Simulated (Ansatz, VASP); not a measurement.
AlN: VASP beside Ansatz

INCAR

```
PREC = Accurate
ENCUT = 520
EDIFF = 1E-8
ISMEAR = -1
SIGMA = 0.01
LREAL = F
LASPH = T
NELM = 60
ALGO = Normal
ISIF = 2
LWAVE = F
LCHARG = F
LEFG = T
NBANDS = 11
```

Contents of KPOINTS:

```
regular mesh
0
Gamma
  12 12 12
```

Contents of POSCAR:

```
AlN
1.0
    0.0000000000      1.9780000000      2.0175600000
    1.9780000000      0.0000000000      2.0175600000
    1.9780000000      1.9780000000      0.0000000000
Al N
1 1
Direct
    0.0000000000      0.0000000000      0.0000000000
    0.5000000000      0.5000000000      0.5000000000
```

Input for Ansatz:

```yaml
crystal:
  lattice:
    - [0.0, 1.978, 2.01756]
    - [1.978, 0.0, 2.01756]
    - [1.978, 1.978, 0.0]
  atoms:
    - { symbol: Al, position: [0.0, 0.0, 0.0] }
    - { symbol: "N", position: [0.5, 0.5, 0.5] }
kpoints:
  mp_grid: { grid: [12, 12, 12] }
scf:
  occupations: { method: fermi_dirac, width: 0.01 }
hamiltonian:
  xc: lda
  pseudopotentials: { kind: paw }
output:
  forces: true
  stress: true
  eigenvalues: true
  efg: { contact_densities: true }
```

Change from the starting cell: zz strain of +2 %, PAW files.

Alike in both runs: task electric field gradients; functional LDA; k mesh 12 × 12 × 12; occupations fermi-dirac, width 0.01 eV; no spin polarisation.

|  | VASP | Ansatz |
| --- | --- | --- |
| version | VASP 6.6.1 | Ansatz 0.2.0 |
| potentials or method | VASP PAW LDA potentials, release 64 (Al, N) | PAW with Ansatz's default frozen-core files, scalar-relativistic |
| plane-wave cutoff (eV) | 520 | 420 |
| valence electrons in the cell | 8 | 8 |

|  | VASP | Ansatz | Ansatz less VASP |
| --- | --- | --- | --- |
| gap on the k mesh at the Fermi level (eV) | 4.75 | 4.77 | +0.014 |
| pressure (GPa) | 7.2 | 6.5 | -0.72 |
| traceless stress, the component that is largest in VASP (GPa) | -4.61 | -4.47 | +0.137 |
| size of Vzz on the site where it differs most (V/Å²) | 8.0 | 7.5 | -0.50 |

LDA's correlation is that of Perdew and Zunger in VASP and of Perdew and Wang (1992) in Ansatz.
